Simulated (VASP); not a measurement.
Here is a VASP 6.6.1 calculation.

Contents of POSCAR:

```
AlNi
1.0
    2.8631569649      0.0000000000      0.0000000000
    0.0000000000      4.0491154109      0.0000000000
    0.0000000000      0.0000000000     27.1473462328
Al Ni
7 7
Direct
    0.0000000000      0.5000000000      0.2737102432
    0.0000000000      0.0000000000      0.3505104113
    0.0000000000      0.5000000000      0.4256594025
    0.0000000000      0.0000000000      0.4999999997
    0.0000000000      0.5000000000      0.5743405976
    0.0000000000      0.0000000000      0.6494895883
    0.0000000000      0.5000000000      0.7262897577
    0.5000000000      0.0000000000      0.2801875847
    0.5000000000      0.5000000000      0.3516993566
    0.5000000000      0.0000000000      0.4247334394
    0.5000000000      0.5000000000      0.4999999998
    0.5000000000      0.0000000000      0.5752665602
    0.5000000000      0.5000000000      0.6483006442
    0.5000000000      0.0000000000      0.7198124148
```

INCAR.step1

```
PREC = Accurate ; ENCUT = 520
ISMEAR = 0 ; SIGMA = 0.1
LREAL = False ; LASPH = True
NELM = 60 ; LDIPOL = True
IDIPOL = 3 ; DIPOL = 0.5 0.5 0.500
NBANDS = 58 ; GGA = PE
ALGO = Normal ; EDIFF = 1E-4
LWAVE = True ; LCHARG = False
```

File INCAR.step2:

```
PREC = Accurate ; ENCUT = 520
EDIFF = 1E-7 ; ISMEAR = 0
SIGMA = 0.1 ; LREAL = False
LASPH = True ; NELM = 60
ALGO = Normal ; ISIF = 2
LWAVE = False ; LCHARG = False
LDIPOL = True ; IDIPOL = 3
DIPOL = 0.5 0.5 0.500 ; METAGGA = R2SCAN
LMIXTAU = True ; NBANDS = 58
ISTART = 1
```

Contents of KPOINTS:

```
Automatic mesh
0
Gamma
  12 9 1
```

Potentials or basis: VASP PAW PBE potentials, release 64 (Al, Ni).

Run with:

```console
$ cat potpaw_PBE.64/Al/POTCAR potpaw_PBE.64/Ni/POTCAR > POTCAR
$ cp INCAR.step1 INCAR
$ mpirun -np 1 vasp_std > vasp.out
$ cp INCAR.step2 INCAR
$ mpirun -np 1 vasp_std > vasp.out
```

(1) What does it give for the band gap on the k mesh?

(2) What does it give for the largest force?

Results:

(1) zero (an odd number of electrons rules out a gap without spin polarisation).

(2) 0.021 eV/Å.

Caveat: the PAW data sets were made with another functional, which shifts forces and pressure a little.
